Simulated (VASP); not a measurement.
KF: single point with PBE

KF:

```xyz
2
Lattice="3.1789 0.0000 0.0000 0.0000 3.1789 0.0000 0.0000 0.0000 3.1789" Properties=species:S:1:pos:R:3 pbc="T T T"
K     0.0000    0.0000    0.0000
F     1.5894    1.5894    1.5894
```

* Program: VASP 6.6.1
* Task: single point
* Functional: PBE
* Potentials or basis: VASP PAW PBE potentials, release 64 (K_sv, F)
* Cutoff: 520 eV
* k mesh: 8 × 8 × 8
* Occupations: fermi-dirac, width 0.02 eV
* Spin: no spin polarisation

The pressure is 3.0 GPa. The band gap on the k mesh is 6.80 eV, indirect (least direct gap 6.83 eV).

Levels at points of the mesh, in eV from the valence-band top:
```tsv
k point	band 6	band 7	band 8	band 9	band 10	band 11
(0.00, 0.00, 0.00)	-0.04	-0.04	-0.04	6.80	8.37	8.37
(0.50, 0.00, 0.00)	-1.33	-0.19	-0.19	9.44	9.85	11.62
(0.50, 0.50, 0.00)	-0.63	-0.63	0.00	8.67	9.24	12.17
(0.50, 0.50, 0.50)	-1.17	-1.17	-1.17	10.78	10.78	10.78
```

Run time: 5.5 s on 1 thread of Intel(R) Xeon(R) 6975P-C (Granite Rapids), with other jobs on the host, peak memory 0.14 GiB.

A k mesh can miss the band edges. PBE gaps usually lie below the measured ones, often by a third to a half.
